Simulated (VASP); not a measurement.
Write the native input for VASP 6.6.1 that does the following.

```
Task                   : electric field gradients
Functional             : LDA
Potentials or basis    : VASP PAW LDA potentials, release 64 (Ti_sv, O)
Cutoff                 : 520 eV
k mesh                 : 7 × 7 × 10
Occupations            : fermi-dirac, width 0.02 eV
Spin                   : no spin polarisation
Dipole correction      : no
Further INCAR settings : ALGO = Normal; EDIFF = 1e-08; NBANDS = 33
```

The structure of TiO2 (Rutile) lies in POSCAR:

```
TiO2
1.0
    4.5922000000      0.0000000000      0.0000000000
    0.0000000000      4.5922000000      0.0000000000
    0.0000000000      0.0000000000      2.9574000000
Ti O
2 4
Direct
    0.0000000000      0.0000000000      0.0000000000
    0.5000000000      0.5000000000      0.5000000000
    0.3042201823      0.3042201823      0.0000000000
    0.1957798177      0.8042201823      0.5000000000
    0.6957798177      0.6957798177      0.0000000000
    0.8042201823      0.1957798177      0.5000000000
```

The input as run:

INCAR

```
SYSTEM = TiO2
ALGO = Normal
EDIFF = 1E-8
ENCUT = 520
ISIF = 2
ISMEAR = -1
LASPH = .TRUE.
LCHARG = .FALSE.
LEFG = .TRUE.
LREAL = .FALSE.
LWAVE = .FALSE.
NBANDS = 33
NELM = 80
PREC = Accurate
SIGMA = 0.02
```

KPOINTS

```
k-points
0
G
  7 7 10
  0 0 0
```

Potentials or basis: VASP PAW LDA potentials, release 64 (Ti_sv, O).

Launch:

```sh
$ cat potpaw_LDA.64/Ti_sv/POTCAR potpaw_LDA.64/O/POTCAR > POTCAR
$ mpirun -np 1 vasp_std > vasp.out
```

It gave:

```json
{
  "Pressure": "-7.0 GPa",
  "Largest force": "0.092 eV/Å",
  "Band gap on the k mesh": "1.76 eV, direct"
}
```

Caveat: without QUAD_EFG the Cq values of the log hold for a quadrupole moment of 1 mb, not for the nuclei.

Run time: 99 s on 1 thread of Intel Xeon 6975P-C, with other jobs on the host, peak memory 0.22 GiB.
